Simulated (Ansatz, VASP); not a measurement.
## Ga in VASP and in Ansatz

```
CELL_PARAMETERS angstrom
2.21602 -3.79899 0.00000
2.21602 3.79899 0.00000
0.00000 0.00000 4.55550
ATOMIC_POSITIONS crystal
Ga 0.65570 0.34430 0.41540
Ga 0.84430 0.15570 0.91540
Ga 0.34430 0.65570 0.58460
Ga 0.15570 0.84430 0.08460
```

Alike in both runs: task single point; functional PBE; k mesh 6 × 6 × 4; occupations gaussian, width 0.1 eV; no spin polarisation.

|  | VASP | Ansatz |
| --- | --- | --- |
| version | VASP 6.6.1 | Ansatz 0.2.0 |
| potentials or method | VASP PAW PBE potentials, release 64 (Ga_d), cutoff 520 eV | scalar-relativistic, plane waves, PAW |
| valence electrons in the cell | 52 | 52 |

```csv
,VASP,Ansatz,Ansatz less VASP
gap on the k mesh at the Fermi level (eV),none,none,-
pressure (GPa),3.0,3.1,+0.07
"traceless stress, the component that is largest in VASP (GPa)",0.71,0.71,-0.005
rms of the force components (eV/Å),0.004,0.003,-0.0011
```

Atom by atom the forces differ by 0.001 eV/Å (rms over components). A gap of «none» marks a metal or a gap that the smearing closes.
